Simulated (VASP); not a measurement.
# AgCl (wurtzite type) (P6_3mc) in VASP: notebook, part 2 of 2

VASP 6.6.1. The steps go on from the part before.

### 3 Electric field gradients, PBE

Input file INCAR:

```
PREC = Accurate
ENCUT = 520
EDIFF = 1E-8
ISMEAR = -1
SIGMA = 0.05
LREAL = False
LASPH = True
NELM = 100
ALGO = Normal
ISIF = 2
LWAVE = False
LCHARG = False
GGA = PE
LEFG = True
NBANDS = 26
```

Input file KPOINTS:

```
regular mesh
0
Gamma
  11 11 6
```

Input file POSCAR:

```
AgCl
1.0
    4.2981792161      0.0000000000      0.0000000000
   -2.1490896081      3.7223323912      0.0000000000
    0.0000000000      0.0000000000      6.9458893937
Ag Cl
2 2
Direct
    0.3333333333      0.6666666667     -0.0013968115
    0.6666666667      0.3333333333      0.4986031885
    0.3333333333      0.6666666667      0.3773968115
    0.6666666667      0.3333333333      0.8773968115
```

Potentials or basis: VASP PAW PBE potentials, release 64 (Ag, Cl).

On the command line:

```console
$ cat potpaw_PBE.64/Ag/POTCAR potpaw_PBE.64/Cl/POTCAR > POTCAR
$ mpirun -np 1 vasp_std > vasp.out
```

OUTCAR:

```text
PREC = Accurate
   ENCUT = 520
   EDIFF = 1E-8
   ISMEAR = -1
   LREAL = False
   LASPH = True
   NELM = 100
   ISIF = 2
   GGA = PE

 ion  position               nearest neighbor table
   1  0.333  0.667  0.999-   4 2.62   4 2.62   4 2.62   3 2.63
   2  0.667  0.333  0.499-   3 2.62   3 2.62   3 2.62   4 2.63
   3  0.333  0.667  0.377-   2 2.62   2 2.62   2 2.62   1 2.63
   4  0.667  0.333  0.877-   1 2.62   1 2.62   1 2.62   2 2.63

  LATTYP: Found a hexagonal cell.
 ALAT       =     4.2981792161
 C/A-ratio  =     1.6160073939

  Lattice vectors:

 A1 = (   4.2981792161,   0.0000000000,   0.0000000000)
 A2 = (  -2.1490896081,   3.7223323912,   0.0000000000)
 A3 = (   0.0000000000,   0.0000000000,   6.9458893937)

Analysis of symmetry for initial positions (statically):
=====================================================================
 Subroutine PRICEL returns:
 Original cell was already a primitive cell.

 Routine SETGRP: Setting up the symmetry group for a
 hexagonal supercell.

 Subroutine GETGRP returns: Found 12 space group operations
 (whereof  6 operations were pure point group operations)
 out of a pool of 24 trial point group operations.

The static configuration has the point symmetry C_3v.
 The point group associated with its full space group is C_6v.

Analysis of symmetry for dynamics (positions and initial velocities):
=====================================================================
 Subroutine PRICEL returns:
 Original cell was already a primitive cell.

 Routine SETGRP: Setting up the symmetry group for a
 hexagonal supercell.

 Subroutine GETGRP returns: Found 12 space group operations
 (whereof  6 operations were pure point group operations)
[... 861 lines left out ...]

  FORCE on cell =-STRESS in cart. coord.  units (eV):
  Direction    XX          YY          ZZ          XY          YZ          ZX
  --------------------------------------------------------------------------------------
  -------------------------------------------------------------------------------------
  Total       -0.0444511     -0.0444511     -0.0474162      0.0000000      0.0000000     -0.0000000
  in kB       -0.6408629     -0.6408629     -0.6836126      0.0000000      0.0000000     -0.0000000
  external PRESSURE =      -0.6551128 kB  Pullay stress =       0.0000000 kB

 VOLUME and BASIS-vectors are now :
 -----------------------------------------------------------------------------
  energy-cutoff  :      520.00
  volume of cell :      111.13
      direct lattice vectors                 reciprocal lattice vectors
     4.298179216  0.000000000  0.000000000     0.232656655  0.134324383  0.000000000
    -2.149089608  3.722332391  0.000000000     0.000000000  0.268648765  0.000000000
     0.000000000  0.000000000  6.945889394     0.000000000  0.000000000  0.143970044

 POSITION                                       TOTAL-FORCE (eV/Angst)
 -----------------------------------------------------------------------------------
     -0.00000      2.48155      6.93619        -0.000000      0.000000     -0.002685
      2.14909      1.24078      3.46324         0.000000      0.000000     -0.002685
     -0.00000      2.48155      2.62136        -0.000000      0.000000      0.002685
      2.14909      1.24078      6.09430        -0.000000     -0.000000      0.002685
 -----------------------------------------------------------------------------------
    total drift:                               -0.000000      0.000000     -0.000708

  FREE ENERGIE OF THE ION-ELECTRON SYSTEM (eV)
  ---------------------------------------------------
  free  energy   TOTEN  =       -10.9125304281 eV

  energy  without entropy=      -10.9125303940  energy(sigma->0) =      -10.91253041

 Electric field gradients (V/A^2)
---------------------------------------------------------------------
 ion       V_xx      V_yy      V_zz      V_xy      V_xz      V_yz
---------------------------------------------------------------------
   1      -1.899    -1.900     3.798    -0.001    -0.000     0.000
   2      -1.899    -1.900     3.798    -0.001     0.000    -0.000
   3       1.391     1.390    -2.781    -0.001     0.000    -0.000
   4       1.391     1.390    -2.781    -0.001    -0.000     0.000
---------------------------------------------------------------------

 Electric field gradients after diagonalization (V/A^2)
 (convention: |V_zz| > |V_xx| > |V_yy|)
----------------------------------------------------------------------
 ion       V_xx      V_yy      V_zz     asymmetry (V_yy - V_xx)/ V_zz
----------------------------------------------------------------------
   1      -1.900    -1.898     3.798       0.000
   2      -1.900    -1.898     3.798       0.000
   3       1.391     1.390    -2.781       0.000
   4       1.391     1.390    -2.781       0.000
----------------------------------------------------------------------

           NMR quadrupolar parameters

 Cq : quadrupolar parameter    Cq=e*Q*V_zz/h
 eta: asymmetry parameters     (V_yy - V_xx)/ V_zz
 Q  : nuclear electric quadrupole moment in mb (millibarn)
----------------------------------------------------------------------
 ion       Cq(MHz)       eta       Q (mb)
----------------------------------------------------------------------
   1       0.009       0.000       1.000
   2       0.009       0.000       1.000
   3      -0.007       0.000       1.000
   4      -0.007       0.000       1.000
----------------------------------------------------------------------
```

stdout:

```text
POSCAR found type information on POSCAR AgCl
 POSCAR found :  2 types and       4 ions
 scaLAPACK will be used
 LDA part: xc-table for (Slater+PW92), standard interpolation
 POSCAR, INCAR and KPOINTS ok, starting setup
 FFT: planning ... GRIDC
 FFT: planning ... GRID_SOFT
 FFT: planning ... GRID
 WAVECAR not read
 entering main loop
ion   1

ion   2

ion   3

ion   4
```

Run time: 2.3 min. Hardware: 1 thread of Intel Xeon Platinum 8259CL at 2.50GHz (Skylake/Cascade Lake), shared host; peak memory 0.32 GiB.

Results:

| Quantity | Value |
| --- | --- |
| Free energy | -10.9125 eV |
| Pressure | -0.1 GPa |
| Band gap on the k mesh | 1.30 eV, direct |

Forces in eV/Å, atoms in the order of the input:
```
Ag   0.000  0.000 -0.003
Ag   0.000  0.000 -0.003
Cl   0.000  0.000  0.003
Cl   0.000  0.000  0.003
```

Levels at points of the mesh, in eV from the valence-band top:
```tsv
k point	band 16	band 17	band 18	band 19	band 20	band 21
(0.00, 0.00, 0.00)	-0.11	0.00	0.00	1.30	3.58	6.74
(0.00, 0.00, 0.50)	-0.27	-0.27	-0.27	2.73	2.73	6.85
```

Electric field gradients, principal values (V/Å²):
| atom | least | middle | greatest (by size) |
| --- | --- | --- | --- |
| 1 Ag | -1.898 | -1.900 | 3.798 |
| 2 Ag | -1.898 | -1.900 | 3.798 |
| 3 Cl | 1.390 | 1.391 | -2.781 |
| 4 Cl | 1.390 | 1.391 | -2.781 |

Caveat: without QUAD_EFG the Cq values of the log hold for a quadrupole moment of 1 mb, not for the nuclei. A k mesh can miss the band edges.
